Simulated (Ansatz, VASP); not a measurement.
## Pd in VASP and in Ansatz

```
Pd
1.0
     2.80969    0.00000    0.00000
    -1.40484    2.43326    0.00000
     0.00000    0.00000    9.29068
Pd
4
Direct
  0.00000 0.00000 0.00000
  0.00000 0.00000 0.50000
  0.33333 0.66667 0.25000
  0.66667 0.33333 0.75000
```

Alike in both runs: task single point; functional LDA; k mesh 15 × 15 × 4; occupations fermi-dirac, width 0.05 eV; collinear spin.

```csv
,VASP,Ansatz
version,VASP 6.6.1,Ansatz 0.2.0
potentials or method,"VASP PAW LDA potentials, release 64 (Pd), cutoff 520 eV","plane waves (420 eV) with PAW, scalar-relativistic"
valence electrons in the cell,40,72
```

|  | VASP | Ansatz | Ansatz less VASP |
| --- | --- | --- | --- |
| pressure (GPa) | -18.6 | -18.8 | -0.22 |
| net moment per atom (μB) | 0.00 | 0.00 | -0.001 |

Ansatz warns that its potentials were made for another functional, while VASP's fit it. LDA's correlation is that of Perdew and Zunger in VASP and of Perdew and Wang (1992) in Ansatz. VASP's potentials hold 40 valence electrons a cell and Ansatz's 72, so a difference there can come from the potentials and not from the codes. Ansatz's warnings: seeded moment not kept.
